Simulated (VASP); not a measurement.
# MnSb (P6_3/mmc) in VASP: notebook

The runs below take MnSb through single point, with PBEsol, RPBE, r2SCAN+D3(BJ).

Everything below comes from runs of VASP 6.6.1. Logs are shortened: lines on timing, memory, paths and dates and some standing lists are left out, and cuts for length are marked.

## 1. The cell of the first run

It takes space group P6_3/mmc (No. 194, hexagonal). The conventional cell has a = 4.205 Å, b = 4.205 Å, c = 5.856 Å, α = 90.00°, β = 90.00°, γ = 120.00°. Sb (site symmetry -6m2) has 6 Mn at 2.83 Å and 6 Sb at 3.80 Å within 3.9 Å. Mn (site symmetry -3m) has 6 Sb at 2.83 Å and 2 Mn at 2.93 Å within 3.7 Å.

## 2. Single point, PBEsol, collinear spin, ferromagnetic start

Contents of INCAR:

```
SYSTEM = MnSb
PREC = Accurate ; ENCUT = 520
EDIFF = 1E-6 ; ISMEAR = -1
SIGMA = 0.05 ; LREAL = .FALSE.
LASPH = .TRUE. ; NELM = 150
ALGO = Normal ; ISIF = 2
LWAVE = .FALSE. ; LCHARG = .TRUE.
ISPIN = 2 ; MAGMOM = 0 0 4 4
LORBIT = 11 ; LMAXMIX = 4
GGA = PS ; LELF = .TRUE.
LVHAR = .TRUE. ; NBANDS = 30
```

Contents of KPOINTS:

```
Automatic mesh
0
G
  7 7 5
  0 0 0
```

Contents of POSCAR:

```
MnSb
1.0
    4.2046115259      0.0000000000      0.0000000000
   -2.1023057629      3.6413003944      0.0000000000
    0.0000000000      0.0000000000      5.8560613541
Sb Mn
2 2
Direct
    0.6666666667      0.3333333333      0.7500000000
    0.3333333333      0.6666666667      0.2500000000
    0.0000000000      0.0000000000      0.5000000000
    0.0000000000      0.0000000000      0.0000000000
```

Potentials or basis: VASP PAW PBE potentials, release 64 (Sb, Mn_pv).

Command:

```bash
$ cat potpaw_PBE.64/Sb/POTCAR potpaw_PBE.64/Mn_pv/POTCAR > POTCAR
$ mpirun -np 1 vasp_std > vasp.out
```

OUTCAR:

```text
SYSTEM = MnSb
   PREC = Accurate
   ENCUT = 520
   EDIFF = 1E-6
   ISMEAR = -1
   LREAL = .FALSE.
   LASPH = .TRUE.
   NELM = 150
   ISIF = 2
   ISPIN = 2
   LORBIT = 11
   GGA = PS

 ion  position               nearest neighbor table
   1  0.667  0.333  0.750-   3 2.83   4 2.83   3 2.83   4 2.83   3 2.83   4 2.83
   2  0.333  0.667  0.250-   3 2.83   4 2.83   3 2.83   4 2.83   3 2.83   4 2.83
   3  0.000  0.000  0.500-   1 2.83   2 2.83   2 2.83   1 2.83   1 2.83   2 2.83   4 2.93   4 2.93

   4  0.000  0.000  0.000-   1 2.83   2 2.83   2 2.83   1 2.83   1 2.83   2 2.83   3 2.93   3 2.93

  LATTYP: Found a hexagonal cell.
 ALAT       =     4.2046115259
 C/A-ratio  =     1.3927710843

  Lattice vectors:

 A1 = (   4.2046115259,   0.0000000000,   0.0000000000)
 A2 = (  -2.1023057629,   3.6413003944,   0.0000000000)
 A3 = (   0.0000000000,   0.0000000000,   5.8560613541)

Analysis of symmetry for initial positions (statically):
=====================================================================
 Subroutine PRICEL returns:
 Original cell was already a primitive cell.

 Routine SETGRP: Setting up the symmetry group for a
 hexagonal supercell.

 Subroutine GETGRP returns: Found 24 space group operations
 (whereof 12 operations were pure point group operations)
 out of a pool of 24 trial point group operations.

The static configuration has the point symmetry D_3d.
 The point group associated with its full space group is D_6h.

Analysis of symmetry for dynamics (positions and initial velocities):
=====================================================================
 Subroutine PRICEL returns:
 Original cell was already a primitive cell.

 Routine SETGRP: Setting up the symmetry group for a
 hexagonal supercell.

 Subroutine GETGRP returns: Found 24 space group operations
 (whereof 12 operations were pure point group operations)
 out of a pool of 24 trial point group operations.

The dynamic configuration has the point symmetry D_3d.
 The point group associated with its full space group is D_6h.

Analysis of structural, dynamic, and magnetic symmetry:
=====================================================================
 Subroutine PRICEL returns:
 Original cell was already a primitive cell.

 Routine SETGRP: Setting up the symmetry group for a
 hexagonal supercell.

 Subroutine GETGRP returns: Found 24 space group operations
 (whereof 12 operations were pure point group operations)
 out of a pool of 24 trial point group operations.

The overall configuration has the point symmetry D_3d.
[... 130 lines left out ...]
   AEXX    =    0.0000 exact exchange contribution
   IVDW    =     0    specifies the selected vdW correction
   LEPSILON=     F    determine dielectric tensor
   LRPA    =     F    only Hartree local field effects (RPA)
 spin polarized calculation
  energy-cutoff  :      520.00
  volume of cell :       89.66
 maximum number of plane-waves:      2439
 NGX is ok and might be reduce to    32
   NGX = 15   NGY = 15   NGZ = 21

 number of electron      35.9999968 magnetization       6.9401453

 Free energy of the ion-electron system (eV)
  ---------------------------------------------------
  ext. energy  EPLUGINS =         0.00000000
  ---------------------------------------------------
  free energy    TOTEN  =       -28.06449533 eV

  energy without entropy =      -28.04489516  energy(sigma->0) =      -28.05469524

 E-fermi :   7.0437     XC(G=0): -10.5567

 val. band max:        6.9793902478   @ k =   0.1429   0.1429   0.2000
 cond. band min:       7.0607020199   @ k =   0.1429   0.0000   0.2000
 fundamental gap:      0.0813117720
 Fermi energy:         7.0437393179

 spin component 1

 k-point     1 :       0.0000    0.0000    0.0000
  band No.  band energies     occupation
      1     -42.7873      1.00000
      2     -42.7873      1.00000
      3     -42.7808      1.00000
      4     -42.7808      1.00000
      5     -42.5925      1.00000
      6     -42.5233      1.00000
[... 781 lines left out ...]
     29      14.3387      0.00000
     30      14.6284      0.00000
 Fermi energy:         7.0437393179

 spin component 2

 k-point     1 :       0.0000    0.0000    0.0000
  band No.  band energies     occupation
      1     -39.0892      1.00000
      2     -39.0892      1.00000
      3     -39.0813      1.00000
      4     -39.0813      1.00000
      5     -39.0302      1.00000
      6     -38.9479      1.00000
[... 781 lines left out ...]
     29      14.7488      0.00000
     30      15.0910      0.00000

------------------------ aborting loop because EDIFF is reached ----------------------------------------

  FORCE on cell =-STRESS in cart. coord.  units (eV):
  Direction    XX          YY          ZZ          XY          YZ          ZX
  --------------------------------------------------------------------------------------
  -------------------------------------------------------------------------------------
  Total       -4.5010833     -4.5010833     -4.9220407     -0.0000000     -0.0000000      0.0000000
  in kB      -80.4339934    -80.4339934    -87.9564677     -0.0000000     -0.0000000      0.0000000
  external PRESSURE =     -82.9414849 kB  Pullay stress =       0.0000000 kB

 VOLUME and BASIS-vectors are now :
 -----------------------------------------------------------------------------
  energy-cutoff  :      520.00
  volume of cell :       89.66
      direct lattice vectors                 reciprocal lattice vectors
     4.204611526  0.000000000  0.000000000     0.237834100  0.137313582  0.000000000
    -2.102305763  3.641300394  0.000000000     0.000000000  0.274627164  0.000000000
     0.000000000  0.000000000  5.856061354     0.000000000  0.000000000  0.170763238

 POSITION                                       TOTAL-FORCE (eV/Angst)
 -----------------------------------------------------------------------------------
      2.10231      1.21377      4.39205        -0.000000     -0.000000      0.000000
     -0.00000      2.42753      1.46402         0.000000      0.000000      0.000000
      0.00000      0.00000      2.92803        -0.000000      0.000000      0.000000
      0.00000      0.00000      0.00000         0.000000      0.000000      0.000000
 -----------------------------------------------------------------------------------
    total drift:                                0.000000     -0.000000      0.000000

  FREE ENERGIE OF THE ION-ELECTRON SYSTEM (eV)
  ---------------------------------------------------
  free  energy   TOTEN  =       -28.0644953298 eV

  energy  without entropy=      -28.0448951571  energy(sigma->0) =      -28.05469524

 total charge

# of ion       s       p       d       tot
------------------------------------------
    1        1.149   1.241   0.036   2.426
    2        1.149   1.241   0.036   2.426
    3        0.270   6.196   5.006  11.473
    4        0.270   6.196   5.006  11.473
--------------------------------------------------
tot          2.839  14.876  10.084  27.799

 magnetization (x)

# of ion       s       p       d       tot
------------------------------------------
    1        0.014  -0.146   0.005  -0.126
    2        0.014  -0.146   0.005  -0.126
    3        0.037   0.025   3.439   3.501
    4        0.037   0.025   3.439   3.501
--------------------------------------------------
tot          0.102  -0.241   6.888   6.749
```

OSZICAR:

```text
N       E                     dE             d eps       ncg     rms          rms(c)
DAV:   1     0.306482477148E+03    0.30648E+03   -0.18920E+04  3208   0.119E+03
DAV:   2    -0.141905588450E+02   -0.32067E+03   -0.30666E+03  3054   0.335E+02
DAV:   3    -0.300482484448E+02   -0.15858E+02   -0.15505E+02  3382   0.836E+01
DAV:   4    -0.303378489937E+02   -0.28960E+00   -0.28927E+00  3198   0.111E+01
DAV:   5    -0.303442455867E+02   -0.63966E-02   -0.63964E-02  3330   0.186E+00    0.152E+01
DAV:   6    -0.317154509081E+02   -0.13712E+01   -0.26639E+01  3116   0.500E+01    0.223E+01
DAV:   7    -0.279593626549E+02    0.37561E+01   -0.11785E+01  3140   0.361E+01    0.597E+00
DAV:   8    -0.280659589632E+02   -0.10660E+00   -0.59756E-01  3120   0.447E+00    0.274E+00
DAV:   9    -0.280606430131E+02    0.53160E-02   -0.15463E-01  3170   0.296E+00    0.136E+00
DAV:  10    -0.280625915954E+02   -0.19486E-02   -0.15543E-02  3164   0.749E-01    0.807E-01
DAV:  11    -0.280642137401E+02   -0.16221E-02   -0.33470E-03  3232   0.478E-01    0.320E-01
DAV:  12    -0.280644810591E+02   -0.26732E-03   -0.10241E-03  3268   0.245E-01    0.101E-01
DAV:  13    -0.280644907425E+02   -0.96834E-05   -0.15773E-04  3168   0.861E-02    0.481E-02
DAV:  14    -0.280644953947E+02   -0.46523E-05   -0.21645E-05  3126   0.304E-02    0.191E-02
DAV:  15    -0.280644953298E+02    0.64991E-07   -0.12939E-06  2182   0.947E-03
   1 F= -.28064495E+02 E0= -.28054695E+02  d E =-.196002E-01  mag=     6.9401
```

stdout:

```text
POSCAR found type information on POSCAR SbMn
 POSCAR found :  2 types and       4 ions
 scaLAPACK will be used
 -----------------------------------------------------------------------------
|                                                                             |
|                                                                             |
|     You enforced a specific xc type in the INCAR file but a different       |
|     I HOPE YOU KNOW WHAT YOU ARE DOING!                                     |
|                                                                             |
 -----------------------------------------------------------------------------

 LDA part: xc-table for (Slater+PW92), standard interpolation
 POSCAR, INCAR and KPOINTS ok, starting setup
 FFT: planning ... GRIDC
 FFT: planning ... GRID_SOFT
 FFT: planning ... GRID
 WAVECAR not read
 entering main loop
```

It took 3.5 min on 1 thread of Intel Xeon 8259CL, shared host; peak memory 0.3 GiB.

What came out:

- Free energy: -28.0645 eV
- Pressure: -8.3 GPa
- Net moment: 6.94 μB per cell
- Site moments: Sb -0.13; Mn +3.50 μB
- Valence electrons inside the program's atomic spheres: Sb 2.43; Mn 11.47

Levels at points of the mesh, in eV from the Fermi level:
Spin up:
```tsv
k point	band 19	band 20	band 21	band 22	band 23	band 24
(0.00, 0.00, 0.00)	-0.66	0.44	0.44	2.10	2.10	2.49
```
Spin down:
```csv
k point,band 11,band 12,band 13,band 14,band 15,band 16,band 17,band 18
"(0.00, 0.00, 0.00)",-2.27,-0.75,0.09,0.09,0.39,0.39,0.54,0.54
```

Caveat: the cell stands under tension; the PAW data sets were made with another functional, which shifts forces and pressure a little; spin-orbit coupling is left out, which moves the levels of the heavy elements; only a ferromagnetic start was run, and an antiferromagnetic order may lie lower in energy.

(Continued in part 2 of 2.)
